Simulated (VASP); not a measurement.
# HfC (zincblende type) (F-43m) in VASP: further runs

HfC (zincblende type) is run at these levels: PBE; tasks: single point.

All numbers are computed with VASP 6.6.1; they aren't measurements. Logs are shortened: lines on timing, memory, paths and dates and some standing lists are left out, and cuts for length are marked.

## Step 1: The cell of the first run

It takes space group F-43m (No. 216, cubic). Conventional cell: a = 4.110 Å, b = 4.110 Å, c = 4.110 Å, α = 90.00°, β = 90.00°, γ = 90.00°. Hf (site symmetry -43m) has 4 C at 1.78 Å within 2.4 Å. C (site symmetry -43m) has 4 Hf at 1.78 Å within 2.4 Å.

## Step 2: Single point, PBE

The input, INCAR:

```
PREC = Accurate ; ENCUT = 520
EDIFF = 1E-7 ; ISMEAR = -1
SIGMA = 0.05 ; LREAL = False
LASPH = True ; NELM = 60
ALGO = Normal ; ISIF = 2
LWAVE = False ; LCHARG = True
GGA = PE ; LELF = True
LVHAR = True ; NBANDS = 14
```

The input, KPOINTS:

```
Automatic mesh
0
Gamma
  16 16 16
```

The input, POSCAR:

```
HfC
1.0
    0.0000000000      2.0551192266      2.0551192266
    2.0551192266      0.0000000000      2.0551192266
    2.0551192266      2.0551192266      0.0000000000
Hf C
1 1
Direct
    0.0000000000      0.0000000000      0.0000000000
    0.2500000000      0.2500000000      0.2500000000
```

Potentials or basis: VASP PAW PBE potentials, release 64 (Hf_pv, C).

On the command line:

```
$ cat potpaw_PBE.64/Hf_pv/POTCAR potpaw_PBE.64/C/POTCAR > POTCAR
$ mpirun -np 1 vasp_std > vasp.out
```

OUTCAR:

```text
PREC = Accurate
   ENCUT = 520
   EDIFF = 1E-7
   ISMEAR = -1
   LREAL = False
   LASPH = True
   NELM = 60
   ISIF = 2
   GGA = PE

 ion  position               nearest neighbor table
   1  0.000  0.000  0.000-   2 1.78   2 1.78   2 1.78   2 1.78
   2  0.250  0.250  0.250-   1 1.78   1 1.78   1 1.78   1 1.78

  LATTYP: Found a face centered cubic cell.
 ALAT       =     4.1102384532

  Lattice vectors:

 A1 = (   0.0000000000,   2.0551192266,   2.0551192266)
 A2 = (   2.0551192266,   0.0000000000,   2.0551192266)
 A3 = (   2.0551192266,   2.0551192266,   0.0000000000)

Analysis of symmetry for initial positions (statically):
=====================================================================
 Subroutine PRICEL returns:
 Original cell was already a primitive cell.

 Routine SETGRP: Setting up the symmetry group for a
 face centered cubic supercell.

 Subroutine GETGRP returns: Found 24 space group operations
 (whereof 24 operations were pure point group operations)
 out of a pool of 48 trial point group operations.

The static configuration has the point symmetry T_d .

Analysis of symmetry for dynamics (positions and initial velocities):
=====================================================================
 Subroutine PRICEL returns:
 Original cell was already a primitive cell.

 Routine SETGRP: Setting up the symmetry group for a
 face centered cubic supercell.

 Subroutine GETGRP returns: Found 24 space group operations
 (whereof 24 operations were pure point group operations)
 out of a pool of 48 trial point group operations.

The dynamic configuration has the point symmetry T_d .

 Subroutine INISYM returns: Found 24 space group operations
 (whereof 24 operations are pure point group operations),
 and found     1 'primitive' translations

----------------------------------------------------------------------------------------

                                     Primitive cell

  volume of cell :      17.3597

  direct lattice vectors                    reciprocal lattice vectors
     0.000000000  2.055119227  2.055119227    -0.243294887  0.243294887  0.243294887
     2.055119227  0.000000000  2.055119227     0.243294887 -0.243294887  0.243294887
     2.055119227  2.055119227  0.000000000     0.243294887  0.243294887 -0.243294887

  length of vectors
     2.906377483  2.906377483  2.906377483     0.421399105  0.421399105  0.421399105

  position of ions in fractional coordinates (direct lattice)
     0.000000000  0.000000000  0.000000000
     0.250000000  0.250000000  0.250000000

  ion indices of the primitive-cell ions
   primitive index   ion index
                 1           1
                 2           2

----------------------------------------------------------------------------------------

 KPOINTS: Automatic mesh

Automatic generation of k-mesh.
 Grid dimensions read from file:
 generate k-points for:   16   16   16

 Generating k-lattice:

  Cartesian coordinates                     Fractional coordinates (reciprocal lattice)
    -0.015205930  0.015205930  0.015205930     0.062500000  0.000000000  0.000000000
     0.015205930 -0.015205930  0.015205930     0.000000000  0.062500000  0.000000000
     0.015205930  0.015205930 -0.015205930     0.000000000  0.000000000  0.062500000

  Length of vectors
     0.026337444  0.026337444  0.026337444

  Shift w.r.t. Gamma in fractional coordinates (k-lattice)
     0.000000000  0.000000000  0.000000000

 Subroutine IBZKPT returns following result:
 ===========================================

 Found    145 irreducible k-points:

 Following reciprocal coordinates:
            Coordinates               Weight
  0.000000  0.000000  0.000000      1.000000
  0.062500  0.000000  0.000000      8.000000
  0.125000  0.000000  0.000000      8.000000
  0.187500  0.000000  0.000000      8.000000
  0.250000  0.000000  0.000000      8.000000
  0.312500  0.000000  0.000000      8.000000
[... 16 lines left out ...]
 -0.125000  0.062500  0.000000     24.000000
 -0.062500  0.062500  0.000000     12.000000
 [... further k-points ...]
   k-points           NKPTS =    145   k-points in BZ     NKDIM =    145   number of bands    NBANDS=     14
   number of dos      NEDOS =    301   number of ions     NIONS =      2
   total plane-waves  NPLWV =  13824
   dimension x,y,z NGX =    24 NGY =   24 NGZ =   24
   dimension x,y,z NGXF=    48 NGYF=   48 NGZF=   48
   ions per type =               1   1
   NGX,Y,Z   is equivalent  to a cutoff of  13.73, 13.73, 13.73 a.u.
   NGXF,Y,Z  is equivalent  to a cutoff of  27.46, 27.46, 27.46 a.u.
 SYSTEM =  unknown system
   PREC   = accura    normal or accurate (medium, high low for compatibility)
   ISTART =      0    job   : 0-new  1-cont  2-samecut
   ICHARG =      2    charge: 1-file 2-atom 10-const
   ISPIN  =      1    spin polarized calculation?
   LNONCOLLINEAR =      F non collinear calculations
   LSORBIT =      F    spin-orbit coupling
   LASPH  =      T    aspherical Exc in radial PAW
   ENCUT  =  520.0 eV  38.22 Ry    6.18 a.u.   5.40  5.40  5.40*2*pi/ulx,y,z
   NELM   =     60;   NELMIN=  2; NELMDL= -5     # of ELM steps
   EDIFF  = 0.1E-06   stopping-criterion for ELM
   LREAL  =      F    real-space projection
   EDIFFG = 0.1E-05   stopping-criterion for IOM
   NSW    =      0    number of steps for IOM
   IBRION =     -1    ionic relax: 0-MD 1-quasi-New 2-CG
   NFREE  =      0    steps in history (QN), initial steepest desc. (CG)
   ISIF   =      2    stress and relaxation
   ISYM   =      2    0-nonsym 1-usesym 2-fastsym
   POTIM  = 0.5000    time-step for ionic-motion
   TEBEG  =    0.0;   TEEND  =   0.0 temperature during run
   PSTRESS=    0.0 pullay stress
   NELECT =      14.0000    total number of electrons
   NUPDOWN=      -1.0000    fix difference up-down
   EMIN   =  10.00;   EMAX   =-10.00  energy-range for DOS
   EFERMI =   0.00;   METHOD = LEGACY
   ISMEAR =    -1;   SIGMA  =   0.05  broadening in eV -4-tet -1-fermi 0-gaus
   EFERMI_NEDOS =   21; number of points for ismear=-14 and -15
   IALGO  =     38    algorithm
   IMIX   =      4    mixing-type and parameters
     AMIX     =   0.40;   BMIX     =  1.00
     AMIX_MAG =   1.60;   BMIX_MAG =  1.00
  volume/ion in A,a.u.               =       8.68        58.57
  Fermi-wavevector in a.u.,A,eV,Ry     =   1.523832  2.879625 31.593608  2.322065
  Thomas-Fermi vector in A             =   2.632222
   LORBIT       =      0    0 simple, 1 ext, 2 COOP (PROOUT), +10 PAW based schemes
   GGA     = PE    functional components
   LHFCALC =     F    Hartree Fock is set to
   AEXX    =    0.0000 exact exchange contribution
   IVDW    =     0    specifies the selected vdW correction
   LEPSILON=     F    determine dielectric tensor
   LRPA    =     F    only Hartree local field effects (RPA)
 non-spin polarized calculation
  energy-cutoff  :      520.00
  volume of cell :       17.36
 maximum number of plane-waves:       489
 NGX is ok and might be reduce to    24
   NGX = 11   NGY = 11   NGZ = 11

 number of electron      14.0000000 magnetization

 Free energy of the ion-electron system (eV)
  ---------------------------------------------------
  ext. energy  EPLUGINS =         0.00000000
  ---------------------------------------------------
  free energy    TOTEN  =       -11.53835402 eV

  energy without entropy =      -11.53597291  energy(sigma->0) =      -11.53716347

 E-fermi :   9.4585     XC(G=0): -13.9275

 val. band max:        9.4304866171   @ k =  -0.4375   0.5000   0.0625
 cond. band min:       9.5578044153   @ k =   0.2500   0.2500   0.0000
 fundamental gap:      0.1273177982
 Fermi energy:         9.4584784074

 k-point     1 :       0.0000    0.0000    0.0000
  band No.  band energies     occupation
      1     -18.9465      2.00000
      2     -18.9465      2.00000
      3     -18.9465      2.00000
      4      -4.2002      2.00000
      5       3.7486      2.00000
      6       3.7486      2.00000
      7       3.7486      2.00000
      8      13.9050      0.00000
      9      13.9050      0.00000
     10      14.9337      0.00000
     11      21.7132      0.00000
     12      21.7132      0.00000
     13      21.7132      0.00000
     14      25.1001      0.00000

 k-point     2 :       0.0625    0.0000    0.0000
  band No.  band energies     occupation
      1     -19.0741      2.00000
      2     -18.9620      2.00000
      3     -18.9620      2.00000
      4      -4.0112      2.00000
      5       3.6993      2.00000
      6       3.8260      2.00000
      7       3.8260      2.00000
      8      13.7335      0.00000
      9      13.7335      0.00000
     10      15.1535      0.00000
     11      21.4744      0.00000
     12      22.1134      0.00000
     13      22.1134      0.00000
     14      25.1004      0.00000

 k-point     3 :       0.1250    0.0000    0.0000
  band No.  band energies     occupation
      1     -19.4220      2.00000
      2     -19.0058      2.00000
      3     -19.0058      2.00000
      4      -3.5023      2.00000
      5       3.6114      2.00000
      6       4.0381      2.00000
      7       4.0381      2.00000
      8      13.3663      0.00000
      9      13.3663      0.00000
     10      15.7050      0.00000
     11      21.0074      0.00000
     12      23.1346      0.00000
     13      23.1346      0.00000
     14      25.0999      0.00000
[... 324 lines left out ...]
 k-point    23 :      -0.1250    0.0625    0.0000
  band No.  band energies     occupation
      1     -19.6214      2.00000
      2     -19.1174      2.00000
      3     -19.0033      2.00000
      4      -3.1421      2.00000
      5       3.4801      2.00000
      6       4.1166      2.00000
      7       4.3603      2.00000
      8      12.6866      0.00000
      9      13.6183      0.00000
     10      16.1113      0.00000
     11      21.1684      0.00000
     12      22.9585      0.00000
     13      24.2469      0.00000
     14      25.0988      0.00000

 k-point    24 :      -0.0625    0.0625    0.0000
  band No.  band energies     occupation
      1     -19.2499      2.00000
      2     -19.0314      2.00000
      3     -18.9673      2.00000
      4      -3.7136      2.00000
      5       3.5811      2.00000
      6       3.9032      2.00000
      7       4.0513      2.00000
      8      13.2112      0.00000
      9      13.7750      0.00000
     10      15.5078      0.00000
     11      21.4809      0.00000
     12      22.1060      0.00000
     13      23.0015      0.00000
     14      25.1004      0.00000

 [... further k-points ...]

------------------------ aborting loop because EDIFF is reached ----------------------------------------

  FORCE on cell =-STRESS in cart. coord.  units (eV):
  Direction    XX          YY          ZZ          XY          YZ          ZX
  --------------------------------------------------------------------------------------
  -------------------------------------------------------------------------------------
  Total       31.0939981     31.0939981     31.0939981      0.0000000     -0.0000000     -0.0000000
  in kB     2869.7633693   2869.7633693   2869.7633693      0.0000000     -0.0000000     -0.0000000
  external PRESSURE =    2869.7633693 kB  Pullay stress =       0.0000000 kB

 VOLUME and BASIS-vectors are now :
 -----------------------------------------------------------------------------
  energy-cutoff  :      520.00
  volume of cell :       17.36
      direct lattice vectors                 reciprocal lattice vectors
     0.000000000  2.055119227  2.055119227    -0.243294887  0.243294887  0.243294887
     2.055119227  0.000000000  2.055119227     0.243294887 -0.243294887  0.243294887
     2.055119227  2.055119227  0.000000000     0.243294887  0.243294887 -0.243294887

 POSITION                                       TOTAL-FORCE (eV/Angst)
 -----------------------------------------------------------------------------------
      0.00000      0.00000      0.00000         0.000000      0.000000      0.000000
      1.02756      1.02756      1.02756        -0.000000     -0.000000     -0.000000
 -----------------------------------------------------------------------------------
    total drift:                                0.000000      0.000000      0.000000

  FREE ENERGIE OF THE ION-ELECTRON SYSTEM (eV)
  ---------------------------------------------------
  free  energy   TOTEN  =       -11.5383540175 eV

  energy  without entropy=      -11.5359729134  energy(sigma->0) =      -11.53716347
```

Wall time 37 s (1 thread of Intel Xeon 8259CL, shared host); peak memory 0.17 GiB.

What came out:

* Free energy: -11.5384 eV
* Pressure: 287.0 GPa
* Band gap on the k mesh: zero (bands 7 and 8 overlap by 0.82 eV)

Caveat: the cell stands under pressure; spin-orbit coupling is left out, which moves the levels of the heavy elements.

## Step 3: Single point, PBE

The input, INCAR:

```
PREC = Accurate
ENCUT = 520
EDIFF = 1E-7
ISMEAR = -1
SIGMA = 0.05
LREAL = False
LASPH = True
NELM = 80
ALGO = Normal
ISIF = 2
LWAVE = False
LCHARG = False
GGA = PE
NBANDS = 14
```

The input, KPOINTS:

```
regular mesh
0
Gamma
  16 16 16
```

The input, POSCAR:

```
HfC
1.0
    0.0000000000      2.0548025375      2.0548025375
    2.0548025375      0.0000000000      2.0548025375
    2.0548025375      2.0548025375      0.0000000000
Hf C
1 1
Direct
    0.0000000000      0.0000000000      0.0000000000
    0.2500000000      0.2500000000      0.2500000000
```

Potentials or basis: VASP PAW PBE potentials, release 64 (Hf_pv, C).

On the command line:

```
$ cat potpaw_PBE.64/Hf_pv/POTCAR potpaw_PBE.64/C/POTCAR > POTCAR
$ mpirun -np 1 vasp_std > vasp.out
```

Run time: 42 s. Hardware: 1 thread of Intel Xeon 8259CL, shared host; peak memory 0.17 GiB.

Results (log left out):

```
Free energy            : -11.5240 eV
Pressure               : 287.4 GPa
Band gap on the k mesh : zero (bands 7 and 8 overlap by 0.82 eV)
```

Levels at points of the mesh, in eV from the Fermi level:
| k point | band 4 | band 5 | band 6 | band 7 | band 8 | band 9 | band 10 | band 11 |
| --- | --- | --- | --- | --- | --- | --- | --- | --- |
| (0.00, 0.00, 0.00) | -13.66 | -5.71 | -5.71 | -5.71 | 4.45 | 4.45 | 5.48 | 12.26 |
| (0.50, 0.00, 0.00) | -11.00 | -4.53 | -4.53 | -2.45 | 5.66 | 6.37 | 6.37 | 8.66 |
| (0.50, 0.50, 0.00) | -9.69 | -8.48 | 0.36 | 0.36 | 1.33 | 7.61 | 8.39 | 9.32 |

Caveat: the cell stands under pressure; spin-orbit coupling is left out, which moves the levels of the heavy elements.
